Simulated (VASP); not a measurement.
Cl: single point with PBE

Cl:

```xyz
8
Lattice="2.5009 -4.7203 -0.0454 6.4815 4.2377 -0.0647 -0.1093 0.0402 8.9197" Properties=species:S:1:pos:R:3 pbc="T T T"
Cl    2.2144   -1.1276   -0.0483
Cl    2.1145   -1.1107    4.4057
Cl    6.7122   -1.3675   -0.0577
Cl    6.6318   -1.3495    4.3995
Cl    2.3125    0.8871   -0.0654
Cl    2.2338    0.9042    4.3985
Cl    6.7962    0.6478   -0.0451
Cl    6.6955    0.6662    4.4118
```

| Property | Result |
| --- | --- |
| Program | VASP 6.6.1 |
| Task | single point |
| Functional | PBE |
| Potentials or basis | VASP PAW PBE potentials, release 64 (Cl) |
| Cutoff | 520 eV |
| k mesh | 4 × 2 × 2 |
| Occupations | gaussian, width 0.1 eV |
| Spin | no spin polarisation |

| Property | Result |
| --- | --- |
| Pressure | -0.3 GPa |
| Largest force | 0.195 eV/Å |
| Band gap on the k mesh | 1.85 eV |

Forces on the atoms (eV/Å):
```
Cl   0.011  0.178 -0.003
Cl   0.015  0.195 -0.002
Cl   0.009  0.176  0.002
Cl   0.006  0.175  0.002
Cl  -0.011 -0.177  0.003
Cl  -0.015 -0.194  0.001
Cl  -0.009 -0.177 -0.002
Cl  -0.006 -0.177 -0.002
```

Stress tensor (GPa, compression positive):
```
-0.04 -0.04  0.00
-0.04 -0.65  0.00
 0.00  0.00 -0.06
```

Levels at points of the mesh, in eV from the valence-band top:
```
           k point  band 26  band 27  band 28  band 29  band 30  band 31
(0.00, 0.00, 0.00)    -0.42    -0.32    -0.10     2.16     2.20     3.20
(0.50, 0.00, 0.00)    -0.39    -0.36    -0.34     2.51     2.55     2.57
(0.00, 0.50, 0.00)    -0.51    -0.26    -0.25     2.80     2.80     2.83
(0.50, 0.50, 0.00)    -0.17    -0.02     0.00     1.85     1.92     2.95
(0.00, 0.00, 0.50)    -0.51    -0.21    -0.21     2.18     2.18     3.22
(0.50, 0.00, 0.50)    -0.42    -0.41    -0.40     2.53     2.55     2.57
(0.00, 0.50, 0.50)    -0.39    -0.38    -0.38     2.81     2.82     2.82
(0.50, 0.50, 0.50)    -0.30    -0.01    -0.01     1.88     1.89     2.96
```

Run time: 2.5 min on 1 thread of Intel(R) Xeon(R) Platinum 8124M CPU @ 3.00GHz (Skylake/Cascade Lake), with other jobs on the host, peak memory 0.45 GiB.

Caveat: this functional lacks dispersion, which holds the molecules together, so the pressure and a relaxed volume are unreliable. A k mesh can miss the band edges.
